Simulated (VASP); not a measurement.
Zr2ReB2, 10 atoms in the cell. The cell holds a disordered packing, 10 atoms: a = 5.151 Å, b = 4.642 Å, c = 5.811 Å, α = 100.96°, β = 96.85°, γ = 101.38°. 

- Program: VASP 6.6.1
- Task: single point
- Functional: r2SCAN
- Potentials or basis: VASP PAW PBE potentials, release 64 (Zr_sv, Re, B)
- Cutoff: 520 eV
- k mesh: 4 × 4 × 3, shifted
- Occupations: fermi-dirac, width 0.0245 eV
- Spin: no spin polarisation
- Dipole correction: no
- Further INCAR settings: ALGO = Normal; EDIFF = 1e-07; NBANDS = 48

Potentials or basis: VASP PAW PBE potentials, release 64 (Zr_sv, Re, B).

Launch:

```console
$ cat potpaw_PBE.64/Zr_sv/POTCAR potpaw_PBE.64/Re/POTCAR potpaw_PBE.64/B/POTCAR > POTCAR
$ cp INCAR.step1 INCAR
$ mpirun -np 1 vasp_std > vasp.out
$ cp INCAR.step2 INCAR
$ mpirun -np 1 vasp_std > vasp.out
```

Hardware: 1 thread of Oxide Virtual Turin-like Processor (shared host).

Problem. How long does it take, and how much memory?

Solution. It took 20 min on 1 thread of Oxide Virtual Turin-like Processor, with other jobs on the host, peak memory 0.32 GiB. Counts: k points 24.
